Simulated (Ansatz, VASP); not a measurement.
**Two plane-wave programs on B**

```
B
1.0
    -1.18396    1.18396    1.18396
     1.18396   -1.18396    1.18396
     1.18396    1.18396   -1.18396
B
1
Direct
  0.00000 0.00000 0.00000
```

Alike in both runs: task single point; functional PBE; k mesh 21 × 21 × 21; occupations fermi-dirac, width 0.1 eV; no spin polarisation.

|  | VASP | Ansatz |
| --- | --- | --- |
| version | VASP 6.6.1 | Ansatz 0.2.0 |
| potentials or method | VASP PAW PBE potentials, release 64 (B), cutoff 520 eV | plane waves (420 eV) with PAW, scalar-relativistic |
| valence electrons in the cell | 3 | 3 |

Ansatz gave:

| Item | Value |
| --- | --- |
| pressure (GPa) | -14.4 |

Task: Which values does VASP return?

Result: Pressure (GPa): -14.6.
